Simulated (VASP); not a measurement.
A run of VASP 6.6.1:

The input INCAR:

```
PREC = Accurate
ENCUT = 600
EDIFF = 1E-6
ISMEAR = 0
SIGMA = 0.1
LREAL = F
LASPH = T
NELM = 60
ALGO = Normal
ISIF = 3
LWAVE = F
LCHARG = F
GGA = PE
IBRION = 2
NSW = 100
EDIFFG = -0.01
```

Contents of KPOINTS:

```
regular mesh
0
Gamma
  9 9 8
```

The input POSCAR:

```
Si3S2
1.0
    4.2549575691      0.0000000000      0.0000000000
   -2.1274787845      3.6849013469      0.0000000000
    0.0000000000      0.0000000000      5.4903904698
Si S
3 2
Direct
    0.0000000000      0.0000000000      0.0000000000
    0.3333333333      0.6666666667      0.7730851293
    0.6666666667      0.3333333333      0.2269148707
    0.3333333333      0.6666666667      0.3547747958
    0.6666666667      0.3333333333      0.6452252042
```

Potentials or basis: VASP PAW PBE potentials, release 64 (Si, S).

Command:

```bash
$ cat potpaw_PBE.64/Si/POTCAR potpaw_PBE.64/S/POTCAR > POTCAR
$ mpirun -np 1 vasp_std > vasp.out
```

Hardware: 1 thread of Intel(R) Xeon(R) Platinum 8259CL CPU @ 2.50GHz (Skylake/Cascade Lake), on a shared host.

Problem. How long does it take, and how much memory?

Solution. Run time: 3.4 min on 1 thread of Intel(R) Xeon(R) Platinum 8259CL CPU @ 2.50GHz (Skylake/Cascade Lake), on a shared host, peak memory 0.31 GiB. Counts: scf iterations 19, k points 81, ion steps 2.
